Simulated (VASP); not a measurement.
Input of a VASP 6.6.1 run:

The input INCAR:

```
PREC     = Accurate       # precision mode
ENCUT    = 520            # plane-wave cutoff, eV
EDIFF    = 1E-6           # SCF threshold, eV
ISMEAR   = -1             # smearing method
SIGMA    = 0.05           # smearing width, eV
LREAL    = False          # projectors in reciprocal space
LASPH    = True           # aspherical terms in the spheres
NELM     = 150            # most SCF steps
ALGO     = Normal         # electronic algorithm
ISIF     = 2              # what is computed and relaxed
LWAVE    = False          # write WAVECAR
LCHARG   = False          # write CHGCAR
ISPIN    = 2              # spin polarisation
MAGMOM   = 2.589 2.429 2.429 # initial moments
LORBIT   = 11             # projections on sites
LMAXMIX  = 4              # l up to which the mixer works
GGA      = PE             # functional
NBANDS   = 23             # bands
```

Contents of KPOINTS:

```
regular mesh
0
Gamma
  10 10 15
```

Contents of POSCAR:

```
Fe
1.0
    4.2888145642      0.0000000000      0.0000000000
   -2.1444072821      3.7142223647      0.0000000000
    0.0000000000      0.0000000000      2.4404501227
Fe
3
Direct
    0.0000000000      0.0000000000      0.0000000000
    0.3333333333      0.6666666667      0.5000000000
    0.6666666667      0.3333333333      0.5000000000
```

Potentials or basis: VASP PAW PBE potentials, release 64 (Fe).

Launch:

```bash
$ cat potpaw_PBE.64/Fe/POTCAR > POTCAR
$ mpirun -np 1 vasp_std > vasp.out
```

Task: What does it give for the pressure?

Result: -9.3 GPa.

Task: Predict the net moment.

Result: 7.98 μB per cell.

Task: Estimate the band gap on the k mesh.

Result: Zero (filled and empty bands overlap).

Task: Predict the site moments.

Result: Fe +2.68, +2.66 (each value once) μB.

Stress tensor (GPa, compression positive):
```
-9.31  0.00  0.00
 0.00 -9.31  0.00
 0.00  0.00 -9.15
```

Caveat: the cell stands under tension.
